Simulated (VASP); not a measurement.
Input of a VASP 6.6.1 run:

Contents of INCAR:

```
SYSTEM = C
PREC = Accurate
ENCUT = 520
EDIFF = 1E-6
ISMEAR = 0
SIGMA = 0.1
LREAL = .False.
LASPH = .True.
NELM = 80
ALGO = Normal
ISIF = 2
LWAVE = .False.
LCHARG = .True.
GGA = PE
LELF = .True.
LVHAR = .True.
NBANDS = 26
```

KPOINTS

```
regular mesh
0
Gamma
  4 4 4
  0 0 0
```

Contents of POSCAR:

```
C
1.0
    0.0000000000      3.7594569230      3.7594569230
    3.7594569230      0.0000000000      3.7594569230
    3.7594569230      3.7594569230      0.0000000000
C
8
Direct
    0.7884608022      0.0705130659      0.0705130659
    0.1794869341      0.1794869341      0.1794869341
    0.1794869341      0.1794869341      0.4615391978
    0.1794869341      0.4615391978      0.1794869341
    0.0705130659      0.7884608022      0.0705130659
    0.0705130659      0.0705130659      0.0705130659
    0.0705130659      0.0705130659      0.7884608022
    0.4615391978      0.1794869341      0.1794869341
```

Potentials or basis: VASP PAW PBE potentials, release 64 (C).

Launch:

```sh
$ cat potpaw_PBE.64/C/POTCAR > POTCAR
$ mpirun -np 1 vasp_std > vasp.out
```

(1) Estimate the band gap on the k mesh.

(2) Estimate the pressure.

(3) What does it give for the largest force?

Results:

(1) 2.28 eV, direct.

(2) -0.1 GPa.

(3) 0.136 eV/Å.
